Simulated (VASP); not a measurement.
# Si32C (a cell with a defect) in VASP: a series of runs

The runs below take Si32C (a cell with a defect) through single point, with PBE.

Everything below comes from runs of VASP 6.6.1. Logs are shortened: lines on timing, memory, paths and dates and some standing lists are left out, and cuts for length are marked.

### Step 1. The cell of the first run

The cell holds a defect, 33 atoms: a = 9.474 Å, b = 9.474 Å, c = 9.474 Å, α = 109.47°, β = 109.47°, γ = 109.47°.

### Step 2. Single point, PBE

INCAR

```
PREC     = Accurate       # precision mode
ENCUT    = 520            # plane-wave cutoff, eV
EDIFF    = 1E-6           # SCF threshold, eV
ISMEAR   = 0              # smearing method
SIGMA    = 0.02           # smearing width, eV
LREAL    = Auto         
LASPH    = True           # aspherical terms in the spheres
NELM     = 100            # most SCF steps
ALGO     = Normal         # electronic algorithm
ISIF     = 2              # what is computed and relaxed
LWAVE    = False          # write WAVECAR
LCHARG   = True           # write CHGCAR
GGA      = PE             # functional
LELF     = True           # ELF
LVHAR    = True         
NBANDS   = 88             # bands
```

KPOINTS

```
Automatic mesh
0
Gamma
  2 2 2
  0.5 0.5 0.5
```

POSCAR

```
Si32C
1.0
   -5.4696767048      5.4696767048     -5.4696767048
    5.4696767048      5.4696767048      5.4696767048
    5.4696767048     -5.4696767048     -5.4696767048
Si C
32 1
Direct
    0.2526981163      0.7464311367      0.7571615698
   -0.0006906258      0.0081205896      0.7523513220
    0.4953567909      0.7512314204      0.4969929023
    0.7456549482      0.2456214640      0.7409027478
    0.2440470565      0.0008305793      0.5456383734
    0.5041367431      0.5062306512      0.7476959281
   -0.0011172507      0.2532330656      0.4956753655
    0.7387347951      0.7536929918      0.2468678814
    0.4871698354      0.0227443973      0.2281482192
    0.7549733234      0.5087835443      0.5035870763
    0.0048854807      0.7525005996     -0.0043987975
    0.2627962451      0.2368763402      0.2418544224
    0.0025104774      0.5009837232      0.2473450577
    0.7570551650      0.0053133853      0.0001673774
    0.5042282476      0.2594045456      0.0001575047
    0.2477895081      0.5044855755      0.0016636267
    0.2515528932      0.4977794204      0.7529648866
    0.0065688526      0.7602740938      0.7504308246
    0.5000763569      0.5000509441      0.4939253535
    0.7471207570     -0.0007032408      0.7476219749
    0.2480210574      0.7434748376      0.5102833587
    0.5059139049      0.2598331815      0.7536511246
   -0.0139168189      0.0012681737      0.4989740980
    0.7528790498      0.5068122212      0.2525136447
    0.4835130379      0.7684468803      0.2484964054
    0.7452520908      0.2528529700      0.4929699040
   -0.0063311786      0.4986866952     -0.0084603721
    0.2385021219     -0.1076109305      0.2878147256
    0.0124006415      0.2493568768      0.2485289485
    0.7567367732      0.7576639761      0.0038730808
    0.5058370265      0.0059270413     -0.0134726427
    0.2530747382      0.2574662226     -0.0007777425
    0.2880994774      0.0413743832      0.2074792645
```

Potentials or basis: VASP PAW PBE potentials, release 64 (Si, C).

Run with:

```bash
$ cat potpaw_PBE.64/Si/POTCAR potpaw_PBE.64/C/POTCAR > POTCAR
$ mpirun -np 1 vasp_std > vasp.out
```

OUTCAR:

```text
PREC = Accurate
   ENCUT = 520
   EDIFF = 1E-6
   ISMEAR = 0
   LREAL = Auto
   LASPH = True
   NELM = 100
   ISIF = 2
   GGA = PE

 ion  position               nearest neighbor table
   1  0.253  0.746  0.757-  21 2.32  17 2.34  31 2.36  18 2.36
   2  0.999  0.008  0.752-  23 2.34  20 2.35  18 2.37  32 2.37
   3  0.495  0.751  0.497-  21 2.37  20 2.37  25 2.38  19 2.39
   4  0.746  0.246  0.741-  22 2.36  20 2.36  26 2.37  27 2.37
   5  0.244  0.001  0.546-  28 2.29  23 2.34  22 2.35  21 2.36
   6  0.504  0.506  0.748-  22 2.36  19 2.37  17 2.39  30 2.40
   7  0.999  0.253  0.496-  23 2.36  29 2.38  17 2.38  26 2.39
   8  0.739  0.754  0.247-  23 2.36  30 2.38  24 2.40  25 2.47
   9  0.487  0.023  0.228-  33 1.90  31 2.31  26 2.39  25 2.47  28 2.61
  10  0.755  0.509  0.504-  19 2.36  26 2.36  24 2.37  18 2.37
  11  0.005  0.753  0.996-  18 2.35  27 2.36  30 2.39  28 2.42  33 2.56
  12  0.263  0.237  0.242-  33 1.88  32 2.35  19 2.38  29 2.43
  13  0.003  0.501  0.247-  21 2.38  27 2.39  24 2.40  29 2.42
  14  0.757  0.005  0.000-  31 2.34  20 2.34  30 2.36  29 2.36
  15  0.504  0.259  0.000-  22 2.34  24 2.36  31 2.37  32 2.37
  16  0.248  0.504  0.002-  17 2.35  32 2.35  27 2.36  25 2.37
  17  0.252  0.498  0.753-   1 2.34  16 2.35   7 2.38   6 2.39
  18  0.007  0.760  0.750-  11 2.35   1 2.36   2 2.37  10 2.37
  19  0.500  0.500  0.494-  10 2.36   6 2.37  12 2.38   3 2.39
  20  0.747  0.999  0.748-  14 2.34   2 2.35   4 2.36   3 2.37
  21  0.248  0.743  0.510-   1 2.32   5 2.36   3 2.37  13 2.38  28 2.89
  22  0.506  0.260  0.754-  15 2.34   5 2.35   6 2.36   4 2.36
  23  0.986  0.001  0.499-   5 2.34   2 2.34   8 2.36   7 2.36
  24  0.753  0.507  0.253-  15 2.36  10 2.37  13 2.40   8 2.40
  25  0.484  0.768  0.248-  16 2.37   3 2.38   9 2.47   8 2.47  28 3.00
  26  0.745  0.253  0.493-  10 2.36   4 2.37   7 2.39   9 2.39
  27  0.994  0.499  0.992-  11 2.36  16 2.36   4 2.37  13 2.39
  28  0.239  0.892  0.288-  33 1.82   5 2.29  11 2.42   9 2.61  21 2.89  25 3.00
  29  0.012  0.249  0.249-  14 2.36   7 2.38  13 2.42  12 2.43
  30  0.757  0.758  0.004-  14 2.36   8 2.38  11 2.39   6 2.40
  31  0.506  0.006  0.987-   9 2.31  14 2.34   1 2.36  15 2.37
  32  0.253  0.257  0.999-  12 2.35  16 2.35   2 2.37  15 2.37
  33  0.288  0.041  0.207-  28 1.82  12 1.88   9 1.90  11 2.56

  LATTYP: Found a body centered cubic cell.
 ALAT       =    10.9393534096

  Lattice vectors:

 A1 = (  -5.4696767048,   5.4696767048,  -5.4696767048)
 A2 = (   5.4696767048,   5.4696767048,   5.4696767048)
 A3 = (   5.4696767048,  -5.4696767048,  -5.4696767048)

Analysis of symmetry for initial positions (statically):
=====================================================================
 Subroutine PRICEL returns:
[... 173 lines left out ...]
   TEBEG  =    0.0;   TEEND  =   0.0 temperature during run
   PSTRESS=    0.0 pullay stress
   NELECT =     132.0000    total number of electrons
   NUPDOWN=      -1.0000    fix difference up-down
   EMIN   =  10.00;   EMAX   =-10.00  energy-range for DOS
   EFERMI =   0.00;   METHOD = LEGACY
   ISMEAR =     0;   SIGMA  =   0.02  broadening in eV -4-tet -1-fermi 0-gaus
   EFERMI_NEDOS =   21; number of points for ismear=-14 and -15
   IALGO  =     38    algorithm
   IMIX   =      4    mixing-type and parameters
     AMIX     =   0.40;   BMIX     =  1.00
     AMIX_MAG =   1.60;   BMIX_MAG =  1.00
  volume/ion in A,a.u.               =      19.83       133.85
  Fermi-wavevector in a.u.,A,eV,Ry     =   0.960029  1.814192 12.539895  0.921656
  Thomas-Fermi vector in A             =   2.089278
   LORBIT       =      0    0 simple, 1 ext, 2 COOP (PROOUT), +10 PAW based schemes
   GGA     = PE    functional components
   LHFCALC =     F    Hartree Fock is set to
   AEXX    =    0.0000 exact exchange contribution
   IVDW    =     0    specifies the selected vdW correction
   LEPSILON=     F    determine dielectric tensor
   LRPA    =     F    only Hartree local field effects (RPA)
 non-spin polarized calculation
 Gauss-broadening in eV      SIGMA  =   0.02
  energy-cutoff  :      520.00
  volume of cell :      654.55
 maximum number of plane-waves:     17628
 NGX is ok and might be reduce to    70
   NGX = 35   NGY = 35   NGZ = 35

 number of electron     131.9999999 magnetization

 Free energy of the ion-electron system (eV)
  ---------------------------------------------------
  ext. energy  EPLUGINS =         0.00000000
  ---------------------------------------------------
  free energy    TOTEN  =      -178.63570492 eV

  energy without entropy =     -178.63570492  energy(sigma->0) =     -178.63570492

 E-fermi :   5.9400     XC(G=0):  -9.4092

 val. band max:        5.8626801296   @ k =  -0.2500   0.2500   0.2500
 cond. band min:       6.0172572710   @ k =   0.2500   0.2500   0.2500
 fundamental gap:      0.1545771414
 Fermi energy:         5.9399776560

 k-point     1 :       0.2500    0.2500    0.2500
  band No.  band energies     occupation
      1      -7.2667      2.00000
      2      -5.4596      2.00000
      3      -5.3663      2.00000
      4      -5.3223      2.00000
      5      -4.7203      2.00000
      6      -3.8532      2.00000
[... 313 lines left out ...]
     77       7.9876      0.00000
     78       8.0360      0.00000
 [bands above 78 left out]

------------------------ aborting loop because EDIFF is reached ----------------------------------------

  FORCE on cell =-STRESS in cart. coord.  units (eV):
  Direction    XX          YY          ZZ          XY          YZ          ZX
  --------------------------------------------------------------------------------------
  -------------------------------------------------------------------------------------
  Total        0.3021784      5.5686757     -3.1922585     -3.5886793      5.4630227     -6.1512914
  in kB        0.7396546     13.6306807     -7.8138249     -8.7841607     13.3720694    -15.0567736
  external PRESSURE =       2.1855035 kB  Pullay stress =       0.0000000 kB

 VOLUME and BASIS-vectors are now :
 -----------------------------------------------------------------------------
  energy-cutoff  :      520.00
  volume of cell :      654.55
      direct lattice vectors                 reciprocal lattice vectors
    -5.469676705  5.469676705 -5.469676705     0.000000000  0.091413081 -0.091413081
     5.469676705  5.469676705  5.469676705     0.091413081  0.091413081  0.000000000
     5.469676705 -5.469676705 -5.469676705     0.091413081  0.000000000 -0.091413081

 POSITION                                       TOTAL-FORCE (eV/Angst)
 -----------------------------------------------------------------------------------
      6.84199      1.32349     -1.44087        -0.004982      0.011676      0.006959
     -1.30636      1.39520     -9.53660         0.005965     -0.009493     -0.008214
      4.11794      4.10004     -1.31884         0.003571      0.005705      0.007371
      1.31748      1.36946     -6.78752        -0.036230     -0.043706      0.013863
      1.65415     -1.64506     -4.31478        -0.000215     -0.005540      0.031529
      4.10111      1.43673     -4.07820        -0.006867     -0.007439      0.008822
[... 25 lines left out ...]
      5.48944     -2.67293     -5.44140        -0.006875      0.014352      0.002956
     -0.21466      0.66727     -2.48435         0.080827      0.166501     -0.080674
 -----------------------------------------------------------------------------------
    total drift:                               -0.003806     -0.013179     -0.004707

  FREE ENERGIE OF THE ION-ELECTRON SYSTEM (eV)
  ---------------------------------------------------
  free  energy   TOTEN  =      -178.6357049196 eV

  energy  without entropy=     -178.6357049178  energy(sigma->0) =     -178.63570492
```

OSZICAR:

```text
N       E                     dE             d eps       ncg     rms          rms(c)
DAV:   1     0.345771062352E+03    0.34577E+03   -0.50672E+04   704   0.124E+03
DAV:   2    -0.145197823698E+03   -0.49097E+03   -0.46536E+03   832   0.182E+02
DAV:   3    -0.182377177133E+03   -0.37179E+02   -0.36449E+02   872   0.445E+01
DAV:   4    -0.183547260948E+03   -0.11701E+01   -0.11625E+01   856   0.942E+00
DAV:   5    -0.183585277459E+03   -0.38017E-01   -0.37959E-01   848   0.166E+00    0.207E+01
DAV:   6    -0.179263893403E+03    0.43214E+01   -0.12883E+01  1192   0.105E+01    0.126E+01
DAV:   7    -0.178776764033E+03    0.48713E+00   -0.64391E+00   792   0.611E+00    0.631E+00
DAV:   8    -0.178655506390E+03    0.12126E+00   -0.12792E+00   920   0.289E+00    0.166E+00
DAV:   9    -0.178625289714E+03    0.30217E-01   -0.29383E-01  1000   0.141E+00    0.638E-01
DAV:  10    -0.178633419711E+03   -0.81300E-02   -0.62978E-02   792   0.593E-01    0.331E-01
DAV:  11    -0.178635076810E+03   -0.16571E-02   -0.55621E-03   848   0.200E-01    0.158E-01
DAV:  12    -0.178635642807E+03   -0.56600E-03   -0.12386E-03   968   0.987E-02    0.593E-02
DAV:  13    -0.178635679529E+03   -0.36722E-04   -0.27327E-04   960   0.479E-02    0.272E-02
DAV:  14    -0.178635704298E+03   -0.24769E-04   -0.99339E-05   768   0.254E-02    0.924E-03
DAV:  15    -0.178635704920E+03   -0.62180E-06   -0.77544E-06   848   0.776E-03
   1 F= -.17863570E+03 E0= -.17863570E+03  d E =-.184398E-08
```

Run time: 8.1 min. Hardware: 1 thread of Intel Xeon 6975P-C, shared host; peak memory 0.72 GiB.

What came out:

| Item | Value |
| --- | --- |
| Free energy | -178.6357 eV |
| Pressure | 0.2 GPa |
| Largest force | 0.202 eV/Å |
| Band gap on the k mesh | 0.15 eV |

Forces on the atoms (eV/Å):
```
Si  -0.005  0.012  0.007
Si   0.006 -0.009 -0.008
Si   0.004  0.006  0.007
Si  -0.036 -0.044  0.014
Si   0.000 -0.006  0.032
Si  -0.007 -0.007  0.009
Si  -0.002  0.003 -0.012
Si   0.005 -0.015 -0.002
Si   0.016  0.046  0.003
Si   0.009  0.006 -0.021
Si  -0.050 -0.142 -0.004
Si   0.025  0.067  0.008
Si  -0.012 -0.008  0.008
Si  -0.012  0.001 -0.014
Si  -0.012 -0.002 -0.004
Si  -0.002  0.000  0.009
Si  -0.002  0.006  0.003
Si   0.028 -0.010 -0.035
Si   0.021  0.031 -0.005
Si  -0.013 -0.015 -0.012
Si  -0.006  0.007  0.012
Si  -0.006 -0.009  0.010
Si   0.005 -0.020 -0.010
Si   0.003 -0.005 -0.009
Si   0.016 -0.013  0.011
Si  -0.006  0.017 -0.026
Si  -0.073 -0.070  0.002
Si   0.046  0.022  0.122
Si  -0.003 -0.002 -0.011
Si   0.002 -0.034  0.008
Si  -0.010  0.005 -0.011
Si  -0.007  0.014  0.003
C    0.081  0.167 -0.081
```

### Step 3. Single point, PBE

INCAR

```
SYSTEM = Si32C
ALGO     = Normal         ! electronic algorithm
EDIFF    = 1E-7           ! SCF threshold, eV
ENCUT    = 520            ! plane-wave cutoff, eV
GGA      = PE             ! functional
ISIF     = 2              ! what is computed and relaxed
ISMEAR   = 0              ! smearing method
LASPH    = .True.         ! aspherical terms in the spheres
LCHARG   = .False.        ! write CHGCAR
LREAL    = Auto         
LWAVE    = .False.        ! write WAVECAR
NBANDS   = 88             ! bands
NELM     = 100            ! most SCF steps
PREC     = Accurate       ! precision mode
SIGMA    = 0.02           ! smearing width, eV
```

KPOINTS is that of step 2.

POSCAR

```
Si32C
1.0
   -5.4696767048      5.4696767048     -5.4696767048
    5.4696767048      5.4696767048      5.4696767048
    5.4696767048     -5.4696767048     -5.4696767048
Si C
32 1
Direct
    0.2533424871      0.7477683272      0.7574101219
    0.0009691615      0.0066260772      0.7553961089
    0.4972705238      0.7538930951      0.4982503806
    0.7436184476      0.2403171286      0.7384356915
    0.2433098100     -0.0041524392      0.5367903184
    0.5002549781      0.5033838650      0.7456586961
    0.0030646235      0.2527740806      0.4977606807
    0.7380090667      0.7529694573      0.2485619486
    0.4986841357      0.0311301763      0.2382193812
    0.7579721296      0.5102848213      0.5063870590
   -0.0172553160      0.7264869963     -0.0126875872
    0.2736382936      0.2511989418      0.2476554051
    0.0011265748      0.4965164573      0.2478653809
    0.7590463247      0.0035348524      0.0005975673
    0.5044792680      0.2572321137     -0.0011333394
    0.2479114531      0.5049356021      0.0003387769
    0.2514252805      0.4981665548      0.7517784363
    0.0082144709      0.7596583353      0.7576884748
    0.5054593076      0.5081323175      0.4989122113
    0.7476899862     -0.0021343126      0.7475265396
    0.2474601467      0.7413094446      0.5075685730
    0.5044744231      0.2571337532      0.7506446398
   -0.0129104523     -0.0004284531      0.5007496142
    0.7522934576      0.5053817893      0.2527388865
    0.4849873481      0.7681740122      0.2488725703
    0.7546995413      0.2564774987      0.4982743308
   -0.0112332965      0.4840701092     -0.0113504880
    0.2139780947     -0.0869612640      0.2669850667
    0.0154394866      0.2474366536      0.2499676990
    0.7468867395      0.7506750804      0.0008649506
    0.5082369855      0.0051969251     -0.0108080428
    0.2548496146      0.2588088065     -0.0019263479
    0.3215879283      0.0755128726      0.2273984491
```

Potentials or basis: VASP PAW PBE potentials, release 64 (Si, C).

Run with:

```bash
$ cat potpaw_PBE.64/Si/POTCAR potpaw_PBE.64/C/POTCAR > POTCAR
$ mpirun -np 1 vasp_std > vasp.out
```

Wall time 8.3 min (1 thread of Intel Xeon 6975P-C, shared host); peak memory 0.73 GiB.

The run converged. Its results:

| Item | Value |
| --- | --- |
| Free energy | -179.0771 eV |
| Pressure | 0.8 GPa |
| Largest force | 0.452 eV/Å |
| Band gap on the k mesh | 0.09 eV |

Forces on the atoms (eV/Å):
```
Si   0.005  0.006  0.007
Si   0.001 -0.022 -0.033
Si   0.015  0.018  0.002
Si  -0.033 -0.033  0.000
Si  -0.086  0.016  0.036
Si  -0.011 -0.033  0.025
Si  -0.014  0.005 -0.039
Si   0.009 -0.020 -0.005
Si   0.039  0.060 -0.082
Si   0.005  0.005 -0.022
Si  -0.070 -0.250  0.031
Si   0.058  0.118 -0.006
Si  -0.018 -0.043 -0.018
Si  -0.023 -0.010 -0.020
Si  -0.024 -0.009 -0.001
Si  -0.008  0.005  0.017
Si  -0.004  0.002  0.011
Si   0.029 -0.047 -0.053
Si   0.047  0.050 -0.007
Si  -0.014 -0.009 -0.009
Si  -0.026 -0.006  0.011
Si  -0.026 -0.015  0.018
Si  -0.006 -0.017 -0.022
Si  -0.003 -0.019 -0.004
Si  -0.006 -0.001 -0.007
Si  -0.004  0.046 -0.070
Si  -0.080 -0.106 -0.035
Si   0.153  0.084  0.417
Si  -0.023 -0.011 -0.035
Si  -0.002 -0.090  0.043
Si  -0.002 -0.011 -0.032
Si  -0.009  0.022  0.006
C    0.130  0.314 -0.123
```

Stress tensor (GPa, compression positive):
```
 0.20  0.17 -1.19
 0.17  2.74  0.49
-1.19  0.49 -0.48
```

Levels at points of the mesh, in eV from the valence-band top:
| k point | band 64 | band 65 | band 66 | band 67 | band 68 | band 69 |
| --- | --- | --- | --- | --- | --- | --- |
| (0.25, 0.25, 0.25) | -0.97 | -0.92 | -0.25 | 0.09 | 0.93 | 1.10 |
